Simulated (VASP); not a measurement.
**Al9H: single point with PBE**

Al9H, a slab with vacuum:

```
Al H
1.0
     5.70709    0.00000    0.00000
    -1.42677    9.70148    0.00000
     0.00000    0.00000   22.79037
Al H
18 2
Cartesian
  1.4268 0.6295 4.0000
  4.2803 0.6295 4.0000
  1.4268 3.3172 4.9957
  4.2803 3.3172 4.9957
  0.0000 5.7950 5.1949
  2.8535 5.7950 5.1949
  1.4268 8.2728 5.3940
  4.2803 8.2728 5.3940
  0.0003 1.2390 6.4001
  2.8538 1.2390 6.4001
  -0.0072 3.9216 7.5233
  2.8463 3.9216 7.5233
  1.4238 6.3997 7.6799
  4.2774 6.3997 7.6799
  -0.0083 8.8388 7.8610
  2.8452 8.8388 7.8610
  1.4319 1.7599 8.7904
  4.2854 1.7599 8.7904
  2.9887 3.2049 10.2004
  2.7196 5.0342 10.2004
```

```yaml
Program: VASP 6.6.1
Task: single point
Functional: PBE
Potentials_or_basis: VASP PAW PBE potentials, release 64 (Al, H)
Cutoff: 520 eV
k_mesh: 5 × 3 × 1
Occupations: gaussian, width 0.1 eV
Spin: no spin polarisation
Dipole_correction: yes
Further_INCAR_settings: LREAL = Auto; ALGO = Normal; EDIFF = 1e-07; NBANDS = 44
```

```
Largest force          : 1.314 eV/Å
Band gap on the k mesh : zero (bands 28 and 29 overlap by 0.69 eV)
```

Forces in eV/Å, atoms in the order of the input:
```
Al  -0.153  0.122 -0.005
Al   0.159  0.193 -0.014
Al   0.017  0.012  0.023
Al  -0.006  0.003 -0.029
Al  -0.010 -0.100  0.046
Al   0.005 -0.150  0.090
Al  -0.050 -0.057 -0.099
Al   0.032 -0.050 -0.123
Al   0.006 -0.031 -0.088
Al  -0.026  0.129  0.111
Al   0.030 -0.056  0.000
Al  -0.012  0.078  0.295
Al   0.038 -0.116  0.203
Al  -0.032 -0.083  0.115
Al  -0.004  0.039  0.003
Al   0.012  0.055  0.063
Al   0.045  0.220  0.223
Al  -0.138  0.358  0.399
H   -0.110  0.613 -0.671
H    0.197 -1.182 -0.541
```

Levels at points of the mesh, in eV from the Fermi level:
| k point | band 25 | band 26 | band 27 | band 28 | band 29 | band 30 | band 31 | band 32 |
| --- | --- | --- | --- | --- | --- | --- | --- | --- |
| (0.00, 0.00, 0.00) | -1.08 | -1.02 | -0.90 | -0.59 | -0.53 | -0.27 | 0.06 | 0.60 |

Run time: 15 min on 1 thread of Intel(R) Xeon(R) 6975P-C (Granite Rapids), on a shared host, peak memory 1.2 GiB.
